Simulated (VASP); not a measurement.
# CsSnI3 (Pm-3m) in VASP: notebook

Runs on CsSnI3. Level: PBE. Tasks: single point.

All numbers are computed with VASP 6.6.1; they aren't measurements. Logs are shortened: lines on timing, memory, paths and dates and some standing lists are left out, and cuts for length are marked.

**1. The cell of the first run**

The structure is cubic, space group Pm-3m (No. 221). The conventional cell has a = 6.241 Å, b = 6.241 Å, c = 6.241 Å, α = 90.00°, β = 90.00°, γ = 90.00°. Cs (site symmetry m-3m) has 12 I at 4.41 Å and 8 Sn at 5.41 Å within 5.8 Å. Sn (site symmetry m-3m) has 6 I at 3.12 Å within 4.1 Å. Within 4.1 Å of I (site symmetry 4/mmm) lie 2 Sn at 3.12 Å.

**2. Single point, PBE**

Input file INCAR:

```
  PREC = Accurate
  ENCUT = 500
  EDIFF = 1E-6
  ISMEAR = 0
  SIGMA = 0.01
  LREAL = False
  LASPH = True
  NELM = 120
  ALGO = Normal
  ISIF = 2
  LWAVE = False
  LCHARG = True
  GGA = PE
  LELF = True
  LVHAR = True
  NBANDS = 30
  GGA_COMPAT = False
```

Input file KPOINTS:

```
regular mesh
0
Gamma
  4 4 4
```

Input file POSCAR:

```
CsSnI3
1.0
    6.2414001339      0.0000000000      0.0000000000
    0.0000000000      6.2414001339      0.0000000000
    0.0000000000      0.0000000000      6.2414001339
Cs Sn I
1 1 3
Direct
    0.0000000000      0.0000000000      0.0000000000
    0.5000000000      0.5000000000      0.5000000000
    0.0000000000      0.5000000000      0.5000000000
    0.5000000000      0.0000000000      0.5000000000
    0.5000000000      0.5000000000      0.0000000000
```

Potentials or basis: VASP PAW PBE potentials, release 64 (Cs_sv, Sn_d, I).

The run is started by

```sh
$ cat potpaw_PBE.64/Cs_sv/POTCAR potpaw_PBE.64/Sn_d/POTCAR potpaw_PBE.64/I/POTCAR > POTCAR
$ mpirun -np 1 vasp_std > vasp.out
```

OUTCAR:

```text
PREC = Accurate
   ENCUT = 500
   EDIFF = 1E-6
   ISMEAR = 0
   LREAL = False
   LASPH = True
   NELM = 120
   ISIF = 2
   GGA = PE

 ion  position               nearest neighbor table
   1  0.000  0.000  0.000-
   2  0.500  0.500  0.500-   3 3.12   4 3.12   5 3.12   5 3.12   4 3.12   3 3.12
   3  0.000  0.500  0.500-   2 3.12   2 3.12
   4  0.500  0.000  0.500-   2 3.12   2 3.12
   5  0.500  0.500  0.000-   2 3.12   2 3.12

  LATTYP: Found a simple cubic cell.
 ALAT       =     6.2414001339

  Lattice vectors:

 A1 = (   6.2414001339,   0.0000000000,   0.0000000000)
 A2 = (   0.0000000000,   6.2414001339,   0.0000000000)
 A3 = (   0.0000000000,   0.0000000000,   6.2414001339)

Analysis of symmetry for initial positions (statically):
=====================================================================
 Subroutine PRICEL returns:
 Original cell was already a primitive cell.

 Routine SETGRP: Setting up the symmetry group for a
 simple cubic supercell.

 Subroutine GETGRP returns: Found 48 space group operations
 (whereof 48 operations were pure point group operations)
 out of a pool of 48 trial point group operations.

The static configuration has the point symmetry O_h .

Analysis of symmetry for dynamics (positions and initial velocities):
=====================================================================
 Subroutine PRICEL returns:
 Original cell was already a primitive cell.

 Routine SETGRP: Setting up the symmetry group for a
 simple cubic supercell.

 Subroutine GETGRP returns: Found 48 space group operations
 (whereof 48 operations were pure point group operations)
 out of a pool of 48 trial point group operations.

The dynamic configuration has the point symmetry O_h .

 Subroutine INISYM returns: Found 48 space group operations
 (whereof 48 operations are pure point group operations),
 and found     1 'primitive' translations

----------------------------------------------------------------------------------------

                                     Primitive cell

  volume of cell :     243.1342

  direct lattice vectors                    reciprocal lattice vectors
     6.241400134  0.000000000  0.000000000     0.160220460  0.000000000  0.000000000
     0.000000000  6.241400134  0.000000000     0.000000000  0.160220460  0.000000000
     0.000000000  0.000000000  6.241400134     0.000000000  0.000000000  0.160220460

  length of vectors
     6.241400134  6.241400134  6.241400134     0.160220460  0.160220460  0.160220460

  position of ions in fractional coordinates (direct lattice)
     0.000000000  0.000000000  0.000000000
     0.500000000  0.500000000  0.500000000
     0.000000000  0.500000000  0.500000000
     0.500000000  0.000000000  0.500000000
     0.500000000  0.500000000  0.000000000

  ion indices of the primitive-cell ions
   primitive index   ion index
                 1           1
                 2           2
                 3           3
                 4           4
                 5           5

----------------------------------------------------------------------------------------

 KPOINTS: regular mesh

Automatic generation of k-mesh.
 Grid dimensions read from file:
 generate k-points for:    4    4    4

 Generating k-lattice:

  Cartesian coordinates                     Fractional coordinates (reciprocal lattice)
     0.040055115  0.000000000  0.000000000     0.250000000  0.000000000  0.000000000
     0.000000000  0.040055115  0.000000000     0.000000000  0.250000000  0.000000000
     0.000000000  0.000000000  0.040055115     0.000000000  0.000000000  0.250000000

  Length of vectors
     0.040055115  0.040055115  0.040055115

  Shift w.r.t. Gamma in fractional coordinates (k-lattice)
     0.000000000  0.000000000  0.000000000

 Subroutine IBZKPT returns following result:
 ===========================================

 Found     10 irreducible k-points:

 Following reciprocal coordinates:
            Coordinates               Weight
  0.000000  0.000000  0.000000      1.000000
  0.250000  0.000000  0.000000      6.000000
  0.500000  0.000000  0.000000      3.000000
  0.250000  0.250000  0.000000     12.000000
  0.500000  0.250000  0.000000     12.000000
  0.500000  0.500000  0.000000      3.000000
  0.250000  0.250000  0.250000      8.000000
  0.500000  0.250000  0.250000     12.000000
  0.500000  0.500000  0.250000      6.000000
  0.500000  0.500000  0.500000      1.000000
   k-points           NKPTS =     10   k-points in BZ     NKDIM =     10   number of bands    NBANDS=     30
   number of dos      NEDOS =    301   number of ions     NIONS =      5
   total plane-waves  NPLWV = 110592
   dimension x,y,z NGX =    48 NGY =   48 NGZ =   48
   dimension x,y,z NGXF=    96 NGYF=   96 NGZF=   96
   ions per type =               1   1   3
   NGX,Y,Z   is equivalent  to a cutoff of  12.79, 12.79, 12.79 a.u.
   NGXF,Y,Z  is equivalent  to a cutoff of  25.57, 25.57, 25.57 a.u.
 SYSTEM =  unknown system
   PREC   = accura    normal or accurate (medium, high low for compatibility)
   ISTART =      0    job   : 0-new  1-cont  2-samecut
   ICHARG =      2    charge: 1-file 2-atom 10-const
   ISPIN  =      1    spin polarized calculation?
   LNONCOLLINEAR =      F non collinear calculations
   LSORBIT =      F    spin-orbit coupling
   LASPH  =      T    aspherical Exc in radial PAW
   ENCUT  =  500.0 eV  36.75 Ry    6.06 a.u.  11.38 11.38 11.38*2*pi/ulx,y,z
   NELM   =    120;   NELMIN=  2; NELMDL= -5     # of ELM steps
   EDIFF  = 0.1E-05   stopping-criterion for ELM
   LREAL  =      F    real-space projection
   EDIFFG = 0.1E-04   stopping-criterion for IOM
   NSW    =      0    number of steps for IOM
   IBRION =     -1    ionic relax: 0-MD 1-quasi-New 2-CG
   NFREE  =      0    steps in history (QN), initial steepest desc. (CG)
   ISIF   =      2    stress and relaxation
   ISYM   =      2    0-nonsym 1-usesym 2-fastsym
   POTIM  = 0.5000    time-step for ionic-motion
   TEBEG  =    0.0;   TEEND  =   0.0 temperature during run
   PSTRESS=    0.0 pullay stress
   NELECT =      44.0000    total number of electrons
   NUPDOWN=      -1.0000    fix difference up-down
   EMIN   =  10.00;   EMAX   =-10.00  energy-range for DOS
   EFERMI =   0.00;   METHOD = LEGACY
   ISMEAR =     0;   SIGMA  =   0.01  broadening in eV -4-tet -1-fermi 0-gaus
   EFERMI_NEDOS =   21; number of points for ismear=-14 and -15
   IALGO  =     38    algorithm
   IMIX   =      4    mixing-type and parameters
     AMIX     =   0.40;   BMIX     =  1.00
     AMIX_MAG =   1.60;   BMIX_MAG =  1.00
  volume/ion in A,a.u.               =      48.63       328.15
  Fermi-wavevector in a.u.,A,eV,Ry     =   0.925999  1.749884 11.666636  0.857474
  Thomas-Fermi vector in A             =   2.051914
   LORBIT       =      0    0 simple, 1 ext, 2 COOP (PROOUT), +10 PAW based schemes
   GGA     = PE    functional components
   LHFCALC =     F    Hartree Fock is set to
   AEXX    =    0.0000 exact exchange contribution
   IVDW    =     0    specifies the selected vdW correction
   LEPSILON=     F    determine dielectric tensor
   LRPA    =     F    only Hartree local field effects (RPA)
 non-spin polarized calculation
 Gauss-broadening in eV      SIGMA  =   0.01
  energy-cutoff  :      500.00
  volume of cell :      243.13
 maximum number of plane-waves:      6198
 NGX is ok and might be reduce to    48
   NGX = 23   NGY = 23   NGZ = 23

 number of electron      43.9999979 magnetization

 Free energy of the ion-electron system (eV)
  ---------------------------------------------------
  ext. energy  EPLUGINS =         0.00000000
  ---------------------------------------------------
  free energy    TOTEN  =       -13.96351472 eV

  energy without entropy =      -13.96351472  energy(sigma->0) =      -13.96351472

 E-fermi :   2.7932     XC(G=0):  -7.4527

 val. band max:        2.6918089134   @ k =   0.5000   0.5000   0.5000
 cond. band min:       3.0686353083   @ k =   0.5000   0.5000   0.5000
 fundamental gap:      0.3768263949
 Fermi energy:         2.7932433861

 k-point     1 :       0.0000    0.0000    0.0000
  band No.  band energies     occupation
      1     -19.5651      2.00000
      2     -19.4046      2.00000
      3     -19.4046      2.00000
      4     -19.3870      2.00000
      5     -19.3870      2.00000
      6     -19.3870      2.00000
[... 22 lines left out ...]
     29       7.3445      0.00000
     30       7.3445      0.00000

 k-point     2 :       0.2500    0.0000    0.0000
  band No.  band energies     occupation
      1     -19.5649      2.00000
      2     -19.4046      2.00000
      3     -19.4039      2.00000
      4     -19.3871      2.00000
      5     -19.3871      2.00000
      6     -19.3870      2.00000
[... 22 lines left out ...]
     29       6.6949      0.00000
     30       7.2857      0.00000

 k-point     3 :       0.5000    0.0000    0.0000
  band No.  band energies     occupation
      1     -19.5647      2.00000
      2     -19.4046      2.00000
      3     -19.4032      2.00000
      4     -19.3872      2.00000
      5     -19.3872      2.00000
      6     -19.3870      2.00000
[... 22 lines left out ...]
     29       7.0187      0.00000
     30       7.0986      0.00000

 k-point     4 :       0.2500    0.2500    0.0000
  band No.  band energies     occupation
      1     -19.5647      2.00000
      2     -19.4042      2.00000
      3     -19.4035      2.00000
      4     -19.3872      2.00000
      5     -19.3871      2.00000
      6     -19.3871      2.00000
[... 22 lines left out ...]
     29       6.9622      0.00000
     30       7.2184      0.00000

 k-point     5 :       0.5000    0.2500    0.0000
  band No.  band energies     occupation
      1     -19.5646      2.00000
      2     -19.4042      2.00000
      3     -19.4030      2.00000
      4     -19.3872      2.00000
      5     -19.3872      2.00000
      6     -19.3871      2.00000
[... 22 lines left out ...]
     29       7.2820      0.00000
     30       7.7187      0.00000

 k-point     6 :       0.5000    0.5000    0.0000
  band No.  band energies     occupation
      1     -19.5644      2.00000
      2     -19.4039      2.00000
      3     -19.4025      2.00000
      4     -19.3873      2.00000
      5     -19.3872      2.00000
      6     -19.3872      2.00000
[... 22 lines left out ...]
     29       7.9212      0.00000
     30       7.9500      0.00000

 k-point     7 :       0.2500    0.2500    0.2500
  band No.  band energies     occupation
      1     -19.5646      2.00000
      2     -19.4035      2.00000
      3     -19.4035      2.00000
      4     -19.3872      2.00000
      5     -19.3872      2.00000
      6     -19.3871      2.00000
[... 22 lines left out ...]
     29       7.4359      0.00000
     30       7.6490      0.00000

 k-point     8 :       0.5000    0.2500    0.2500
  band No.  band energies     occupation
      1     -19.5644      2.00000
      2     -19.4036      2.00000
      3     -19.4029      2.00000
      4     -19.3872      2.00000
      5     -19.3872      2.00000
      6     -19.3872      2.00000
[... 22 lines left out ...]
     29       7.3504      0.00000
     30       7.3522      0.00000

 k-point     9 :       0.5000    0.5000    0.2500
  band No.  band energies     occupation
      1     -19.5642      2.00000
      2     -19.4032      2.00000
      3     -19.4025      2.00000
      4     -19.3873      2.00000
      5     -19.3872      2.00000
      6     -19.3872      2.00000
[... 22 lines left out ...]
     29       7.0465      0.00000
     30       7.6268      0.00000

 k-point    10 :       0.5000    0.5000    0.5000
  band No.  band energies     occupation
      1     -19.5641      2.00000
      2     -19.4025      2.00000
      3     -19.4025      2.00000
      4     -19.3873      2.00000
      5     -19.3873      2.00000
      6     -19.3873      2.00000
[... 22 lines left out ...]
     29       6.7594      0.00000
     30       7.9291      0.00000

------------------------ aborting loop because EDIFF is reached ----------------------------------------

  FORCE on cell =-STRESS in cart. coord.  units (eV):
  Direction    XX          YY          ZZ          XY          YZ          ZX
  --------------------------------------------------------------------------------------
  -------------------------------------------------------------------------------------
  Total        0.7455553      0.7455553      0.7455553     -0.0000000     -0.0000000      0.0000000
  in kB        4.9129726      4.9129726      4.9129726     -0.0000000     -0.0000000      0.0000000
  external PRESSURE =       4.9129726 kB  Pullay stress =       0.0000000 kB

 VOLUME and BASIS-vectors are now :
 -----------------------------------------------------------------------------
  energy-cutoff  :      500.00
  volume of cell :      243.13
      direct lattice vectors                 reciprocal lattice vectors
     6.241400134  0.000000000  0.000000000     0.160220460  0.000000000  0.000000000
     0.000000000  6.241400134  0.000000000     0.000000000  0.160220460  0.000000000
     0.000000000  0.000000000  6.241400134     0.000000000  0.000000000  0.160220460

 POSITION                                       TOTAL-FORCE (eV/Angst)
 -----------------------------------------------------------------------------------
      0.00000      0.00000      0.00000         0.000000      0.000000      0.000000
      3.12070      3.12070      3.12070         0.000000      0.000000      0.000000
      0.00000      3.12070      3.12070         0.000000      0.000000      0.000000
      3.12070      0.00000      3.12070         0.000000      0.000000      0.000000
      3.12070      3.12070      0.00000         0.000000      0.000000      0.000000
 -----------------------------------------------------------------------------------
    total drift:                                0.000000     -0.000000     -0.000000

  FREE ENERGIE OF THE ION-ELECTRON SYSTEM (eV)
  ---------------------------------------------------
  free  energy   TOTEN  =       -13.9635147209 eV

  energy  without entropy=      -13.9635147209  energy(sigma->0) =      -13.96351472
```

Wall time 68 s (1 thread of Intel Xeon Platinum 8488C (Sapphire Rapids), shared host); peak memory 0.35 GiB.

What came out:

| Item | Value |
| --- | --- |
| Free energy | -13.9635 eV |
| Pressure | 0.5 GPa |
| Band gap on the k mesh | 0.38 eV |

Levels at points of the mesh, in eV from the valence-band top:
```tsv
k point	band 18	band 19	band 20	band 21	band 22	band 23	band 24	band 25	band 26	band 27
(0.00, 0.00, 0.00)	-2.24	-2.24	-2.09	-2.09	-2.09	2.25	3.20	3.20	3.54	3.54
(0.50, 0.00, 0.00)	-2.48	-2.40	-2.21	-2.21	-1.52	1.13	3.76	3.98	4.28	4.31
(0.50, 0.50, 0.00)	-2.54	-2.54	-2.44	-1.68	-0.75	0.81	0.81	3.97	4.26	4.42
(0.50, 0.50, 0.50)	-2.43	-1.66	-1.66	-1.66	0.00	0.38	0.38	0.38	3.07	4.07
```

Caveat: spin-orbit coupling is left out, which moves the levels of the heavy elements. A k mesh can miss the band edges.

**3. Single point, PBE**

Input file INCAR:

```
SYSTEM = CsSnI3
PREC = Accurate
ENCUT = 500
EDIFF = 1E-6
ISMEAR = 0
SIGMA = 0.01
LREAL = .False.
LASPH = .True.
NELM = 120
ALGO = Normal
ISIF = 2
LWAVE = .False.
LCHARG = .False.
GGA = PE
NBANDS = 30
GGA_COMPAT = .False.
```

Input file KPOINTS:

```
Automatic mesh
0
Gamma
  4 4 4
  0 0 0
```

POSCAR is that of step 2.

Potentials or basis: VASP PAW PBE potentials, release 64 (Cs_sv, Sn_d, I).

The run is started by

```sh
$ cat potpaw_PBE.64/Cs_sv/POTCAR potpaw_PBE.64/Sn_d/POTCAR potpaw_PBE.64/I/POTCAR > POTCAR
$ mpirun -np 1 vasp_std > vasp.out
```

Wall time 65 s (1 thread of Intel Xeon Platinum 8488C (Sapphire Rapids), shared host); peak memory 0.35 GiB.

The run converged. Its results:

```
Free energy            : -13.9635 eV
Pressure               : 0.5 GPa
Band gap on the k mesh : 0.38 eV
```

Levels at points of the mesh, in eV from the valence-band top:
```
           k point  band 19  band 20  band 21  band 22  band 23  band 24  band 25  band 26
(0.00, 0.00, 0.00)    -2.24    -2.09    -2.09    -2.09     2.25     3.20     3.20     3.54
(0.50, 0.00, 0.00)    -2.40    -2.21    -2.21    -1.52     1.13     3.76     3.98     4.28
(0.50, 0.50, 0.00)    -2.54    -2.44    -1.68    -0.75     0.81     0.81     3.97     4.26
(0.50, 0.50, 0.50)    -1.66    -1.66    -1.66     0.00     0.38     0.38     0.38     3.07
```

Caveat: spin-orbit coupling is left out, which moves the levels of the heavy elements. A k mesh can miss the band edges.
